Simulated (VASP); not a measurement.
# TePb (P1) in VASP: a series of runs, part 2 of 2

VASP 6.6.1. The steps go on from the part before.

## Step 4: Single point, PBE

Input file INCAR:

```
ALGO = Normal
EDIFF = 1E-6
ENCUT = 520
GGA = PE
ISIF = 2
ISMEAR = 0
LASPH = True
LCHARG = False
LREAL = False
LWAVE = False
NBANDS = 17
NELM = 80
PREC = Accurate
SIGMA = 0.01
```

Input file KPOINTS:

```
k-points
0
Gamma
  4 4 4
```

Input file POSCAR:

```
TePb
1.0
    0.0000000000      3.2310000000      3.2310000000
    3.2310000000      0.0000000000      3.2310000000
    3.2310000000      3.2310000000      0.0000000000
Te Pb
1 1
Direct
    0.5031750170      0.5020249830      0.4915249830
    0.0077300000      0.9963300000      0.9980100000
```

Potentials or basis: VASP PAW PBE potentials, release 64 (Te, Pb_d).

Run with:

```console
> cat potpaw_PBE.64/Te/POTCAR potpaw_PBE.64/Pb_d/POTCAR > POTCAR
> mpirun -np 1 vasp_std > vasp.out
```

OUTCAR:

```text
EDIFF = 1E-6
   ENCUT = 520
   GGA = PE
   ISIF = 2
   ISMEAR = 0
   LASPH = True
   LREAL = False
   NELM = 80
   PREC = Accurate

 ion  position               nearest neighbor table
   1  0.503  0.502  0.492-   2 3.20   2 3.23   2 3.23   2 3.23   2 3.23   2 3.27
   2  0.008  0.996  0.998-   1 3.20   1 3.23   1 3.23   1 3.23   1 3.23   1 3.27

  LATTYP: Found a face centered cubic cell.
 ALAT       =     6.4620000000

  Lattice vectors:

 A1 = (   0.0000000000,   3.2310000000,   3.2310000000)
 A2 = (   3.2310000000,   0.0000000000,   3.2310000000)
 A3 = (   3.2310000000,   3.2310000000,   0.0000000000)

Analysis of symmetry for initial positions (statically):
=====================================================================
 Subroutine PRICEL returns:
 Original cell was already a primitive cell.

 Routine SETGRP: Setting up the symmetry group for a
 face centered cubic supercell.

 Subroutine GETGRP returns: Found  1 space group operations
 (whereof  1 operations were pure point group operations)
 out of a pool of 48 trial point group operations.

The static configuration has the point symmetry C_1 .

Analysis of symmetry for dynamics (positions and initial velocities):
=====================================================================
 Subroutine PRICEL returns:
 Original cell was already a primitive cell.

 Routine SETGRP: Setting up the symmetry group for a
 face centered cubic supercell.

 Subroutine GETGRP returns: Found  1 space group operations
 (whereof  1 operations were pure point group operations)
 out of a pool of 48 trial point group operations.

The dynamic configuration has the point symmetry C_1 .

 Subroutine INISYM returns: Found  1 space group operations
 (whereof  1 operations are pure point group operations),
 and found     1 'primitive' translations

----------------------------------------------------------------------------------------

[... 111 lines left out ...]
     AMIX     =   0.40;   BMIX     =  1.00
     AMIX_MAG =   1.60;   BMIX_MAG =  1.00
  volume/ion in A,a.u.               =      33.73       227.62
  Fermi-wavevector in a.u.,A,eV,Ry     =   1.091619  2.062861 16.213147  1.191633
  Thomas-Fermi vector in A             =   2.227868
   LORBIT       =      0    0 simple, 1 ext, 2 COOP (PROOUT), +10 PAW based schemes
   GGA     = PE    functional components
   LHFCALC =     F    Hartree Fock is set to
   AEXX    =    0.0000 exact exchange contribution
   IVDW    =     0    specifies the selected vdW correction
   LEPSILON=     F    determine dielectric tensor
   LRPA    =     F    only Hartree local field effects (RPA)
 non-spin polarized calculation
 Gauss-broadening in eV      SIGMA  =   0.01
  energy-cutoff  :      520.00
  volume of cell :       67.46
 maximum number of plane-waves:      1837
 NGX is ok and might be reduce to    36
   NGX = 17   NGY = 17   NGZ = 17

 number of electron      20.0000001 magnetization

 Free energy of the ion-electron system (eV)
  ---------------------------------------------------
  ext. energy  EPLUGINS =         0.00000000
  ---------------------------------------------------
  free energy    TOTEN  =        -7.49390066 eV

  energy without entropy =       -7.49390066  energy(sigma->0) =       -7.49390066

 E-fermi :   5.7485     XC(G=0):  -9.3038

 val. band max:        5.6199734458   @ k =   0.5000   0.0000   0.0000
 cond. band min:       6.3600371406   @ k =   0.5000   0.0000   0.0000
 fundamental gap:      0.7400636949
 Fermi energy:         5.7484713013

 k-point     1 :       0.0000    0.0000    0.0000
  band No.  band energies     occupation
      1     -11.1032      2.00000
      2     -11.1031      2.00000
      3     -11.0937      2.00000
      4     -11.0934      2.00000
      5     -11.0934      2.00000
      6      -6.3984      2.00000
[... 457 lines left out ...]
      4     -11.0768      2.00000
      5     -11.0726      2.00000
      6      -4.8647      2.00000
[... 9 lines left out ...]
     16      15.2780      0.00000
     17      16.0800      0.00000

 [... further k-points ...]

------------------------ aborting loop because EDIFF is reached ----------------------------------------

  FORCE on cell =-STRESS in cart. coord.  units (eV):
  Direction    XX          YY          ZZ          XY          YZ          ZX
  --------------------------------------------------------------------------------------
  -------------------------------------------------------------------------------------
  Total        0.8728251      0.8956653      0.8730016      0.0002522     -0.0003579     -0.0000140
  in kB       20.7298867     21.2723486     20.7340787      0.0059903     -0.0084999     -0.0003332
  external PRESSURE =      20.9121047 kB  Pullay stress =       0.0000000 kB

 VOLUME and BASIS-vectors are now :
 -----------------------------------------------------------------------------
  energy-cutoff  :      520.00
  volume of cell :       67.46
      direct lattice vectors                 reciprocal lattice vectors
     0.000000000  3.231000000  3.231000000    -0.154750851  0.154750851  0.154750851
     3.231000000  0.000000000  3.231000000     0.154750851 -0.154750851  0.154750851
     3.231000000  3.231000000  0.000000000     0.154750851  0.154750851 -0.154750851

 POSITION                                       TOTAL-FORCE (eV/Angst)
 -----------------------------------------------------------------------------------
      3.21016      3.21388      3.24780        -0.000435     -0.005842      0.000599
      6.44371      3.24955      3.24412         0.000435      0.005842     -0.000599
 -----------------------------------------------------------------------------------
    total drift:                                0.000006      0.000029      0.000054

  FREE ENERGIE OF THE ION-ELECTRON SYSTEM (eV)
  ---------------------------------------------------
  free  energy   TOTEN  =        -7.4939006617 eV

  energy  without entropy=       -7.4939006617  energy(sigma->0) =       -7.49390066
```

OSZICAR:

```text
N       E                     dE             d eps       ncg     rms          rms(c)
DAV:   1     0.151431957828E+03    0.15143E+03   -0.91387E+03  1224   0.113E+03
DAV:   2     0.294737024679E+01   -0.14848E+03   -0.14396E+03  1296   0.292E+02
DAV:   3    -0.733692120223E+01   -0.10284E+02   -0.10163E+02  1579   0.838E+01
DAV:   4    -0.760441061382E+01   -0.26749E+00   -0.26736E+00  1579   0.154E+01
DAV:   5    -0.761583470375E+01   -0.11424E-01   -0.11423E-01  1735   0.282E+00    0.340E+00
DAV:   6    -0.749589923238E+01    0.11994E+00   -0.26955E-01  1860   0.358E+00    0.212E+00
DAV:   7    -0.749224479529E+01    0.36544E-02   -0.84879E-02  1587   0.141E+00    0.928E-01
DAV:   8    -0.749394294496E+01   -0.16981E-02   -0.97368E-03  1544   0.982E-01    0.154E-01
DAV:   9    -0.749386497383E+01    0.77971E-04   -0.11876E-03  1904   0.364E-01    0.663E-02
DAV:  10    -0.749389509864E+01   -0.30125E-04   -0.15911E-04  1529   0.991E-02    0.176E-02
DAV:  11    -0.749390086716E+01   -0.57685E-05   -0.34496E-05  1607   0.474E-02    0.179E-02
DAV:  12    -0.749390066175E+01    0.20541E-06   -0.17622E-06  1517   0.812E-03
   1 F= -.74939007E+01 E0= -.74939007E+01  d E =-.214214E-75
```

stdout:

```text
POSCAR found type information on POSCAR TePb
 POSCAR found :  2 types and       2 ions
 scaLAPACK will be used
 LDA part: xc-table for (Slater+PW92), standard interpolation
 POSCAR, INCAR and KPOINTS ok, starting setup
 FFT: planning ... GRIDC
 FFT: planning ... GRID_SOFT
 FFT: planning ... GRID
 WAVECAR not read
 entering main loop
```

Run time: 67 s. Hardware: 1 thread of Intel Xeon 8259CL, shared host; peak memory 0.22 GiB.

Results:

| Quantity | Value |
| --- | --- |
| Free energy | -7.4939 eV |
| Pressure | 2.1 GPa |
| Largest force | 0.006 eV/Å |
| Band gap on the k mesh | 0.74 eV |

Forces in eV/Å, atoms in the order of the input:
```
Te   0.000 -0.006  0.001
Pb   0.000  0.006 -0.001
```

Caveat: the k points lie up to 0.42 Å⁻¹ apart; spin-orbit coupling is left out, which moves the levels of the heavy elements.

## Step 5: Single point, PBE

This run uses another cell than the first one, of 33.90 Å³/atom.

Input file INCAR:

```
SYSTEM = TePb
ALGO = Normal
EDIFF = 1E-7
ENCUT = 520
GGA = PE
ISIF = 2
ISMEAR = 0
LASPH = .TRUE.
LCHARG = .TRUE.
LELF = .TRUE.
LREAL = .FALSE.
LVHAR = .TRUE.
LWAVE = .FALSE.
NBANDS = 17
NELM = 100
PREC = Accurate
SIGMA = 0.01
```

Input file KPOINTS:

```
k-points
0
G
  4 4 4
  0 0 0
```

Input file POSCAR:

```
TePb
1.0
    0.0000000000      3.2363760498      3.2363760498
    3.2363760498      0.0000000000      3.2363760498
    3.2363760498      3.2363760498      0.0000000000
Te Pb
1 1
Direct
    0.5000800000      0.5051200000      0.4946200000
    0.0077300000      0.9963300000      0.9980100000
```

Run with:

```console
> cat potpaw_PBE.64/Te/POTCAR potpaw_PBE.64/Pb_d/POTCAR > POTCAR
> mpirun -np 1 vasp_std > vasp.out
```

Wall time 80 s (1 thread of Intel Xeon 8259CL, shared host); peak memory 0.22 GiB.

The run converged. Its results:

```
Free energy            : -7.4982 eV
Pressure               : 1.9 GPa
Largest force          : 0.008 eV/Å
Band gap on the k mesh : 0.75 eV
```

Forces in eV/Å, atoms in the order of the input:
```
Te   0.004 -0.007  0.001
Pb  -0.004  0.007 -0.001
```

Levels at points of the mesh, in eV from the valence-band top:
```tsv
k point	band 7	band 8	band 9	band 10	band 11	band 12	band 13	band 14
(0.00, 0.00, 0.00)	-5.61	-1.33	-1.32	-1.32	4.06	4.07	4.08	5.81
(0.50, 0.00, 0.00)	-8.56	-0.88	-0.87	0.00	0.75	1.29	1.29	8.38
(0.00, 0.50, 0.00)	-8.56	-0.88	-0.87	-0.01	0.75	1.29	1.29	8.37
(0.00, 0.00, 0.50)	-8.56	-0.88	-0.87	0.00	0.75	1.29	1.29	8.38
(0.50, 0.50, 0.50)	-8.56	-0.88	-0.87	0.00	0.75	1.29	1.29	8.38
(0.50, 0.50, 0.00)	-7.29	-4.46	-2.77	-2.77	3.30	5.46	5.47	6.68
(0.00, 0.50, 0.50)	-7.29	-4.46	-2.77	-2.77	3.30	5.46	5.47	6.68
(0.50, 0.00, 0.50)	-7.29	-4.45	-2.77	-2.77	3.31	5.46	5.46	6.68
```

Caveat: the k points lie up to 0.42 Å⁻¹ apart; spin-orbit coupling is left out, which moves the levels of the heavy elements.

## Step 6: Single point, PBE

This run uses another cell than the first one, of 33.56 Å³/atom.

Input file INCAR:

```
SYSTEM = TePb
PREC = Accurate ; ENCUT = 520
EDIFF = 1E-6 ; ISMEAR = 0
SIGMA = 0.01 ; LREAL = .FALSE.
LASPH = .TRUE. ; NELM = 60
ALGO = Normal ; ISIF = 2
LWAVE = .FALSE. ; LCHARG = .TRUE.
GGA = PE ; LELF = .TRUE.
LVHAR = .TRUE. ; NBANDS = 17
```

Input file KPOINTS:

```
Automatic mesh
0
G
  4 4 4
  0 0 0
```

Input file POSCAR:

```
TePb
1.0
    0.0000000000      3.2256060000      3.2256060000
    3.2256060000      0.0000000000      3.2256060000
    3.2256060000      3.2256060000      0.0000000000
Te Pb
1 1
Direct
    0.5000800000      0.5051200000      0.4946200000
    0.0077300000      0.9963300000      0.9980100000
```

Potentials or basis: VASP PAW PBE potentials, release 64 (Te, Pb_d).

Run with:

```console
> cat potpaw_PBE.64/Te/POTCAR potpaw_PBE.64/Pb_d/POTCAR > POTCAR
> mpirun -np 1 vasp_std > vasp.out
```

It took 69 s on 1 thread of Intel Xeon 8259CL, shared host; peak memory 0.22 GiB.

Results (log left out):

```yaml
Free_energy: -7.4892 eV
Pressure: 2.3 GPa
Largest_force: 0.005 eV/Å
Band_gap_on_the_k_mesh: 0.73 eV
```

Forces on the atoms (eV/Å):
```
Te   0.002 -0.004  0.000
Pb  -0.002  0.004  0.000
```

Levels at points of the mesh, in eV from the valence-band top:
```
           k point  band 8  band 9  band 10  band 11  band 12  band 13
(0.00, 0.00, 0.00)   -1.37   -1.37    -1.37     4.07     4.07     4.08
(0.50, 0.00, 0.00)   -0.91   -0.91     0.00     0.73     1.26     1.27
(0.00, 0.50, 0.00)   -0.91   -0.91    -0.01     0.73     1.26     1.27
(0.00, 0.00, 0.50)   -0.91   -0.91     0.00     0.73     1.26     1.27
(0.50, 0.50, 0.50)   -0.91   -0.91     0.00     0.73     1.26     1.27
(0.50, 0.50, 0.00)   -4.54   -2.83    -2.83     3.26     5.50     5.50
(0.00, 0.50, 0.50)   -4.54   -2.83    -2.83     3.26     5.50     5.50
(0.50, 0.00, 0.50)   -4.53   -2.83    -2.83     3.26     5.49     5.50
```

Caveat: the k points lie up to 0.42 Å⁻¹ apart; spin-orbit coupling is left out, which moves the levels of the heavy elements.

## Step 7: Summary

```csv
cell,gap on the mesh (eV),pressure (GPa),largest force (eV/Å)
"a = 4.569 Å, angles 60.0°, 2 atoms, atomic positions A",0.74,2.1,0.01
"a = 4.569 Å, angles 60.0°, 2 atoms, atomic positions B",0.74,2.1,0.01
"a = 4.569 Å, angles 60.0°, 2 atoms, atomic positions C",0.74,2.1,0.01
"a = 4.577 Å, angles 60.0°, 2 atoms, atomic positions A",0.75,1.9,0.01
"a = 4.562 Å, angles 60.0°, 2 atoms, atomic positions A",0.73,2.3,-
```

Alike in all rows: task single point; level PBE; potentials or basis VASP PAW PBE potentials, release 64 (Te, Pb_d); no spin polarisation; k mesh 4 × 4 × 4; cutoff (eV) 520; smearing gaussian 0.01 eV.

Caveats: all runs use coarse meshes; spin-orbit coupling is left out, which moves the levels of the heavy elements.

Absolute energies hang on the potentials; compare differences alone.
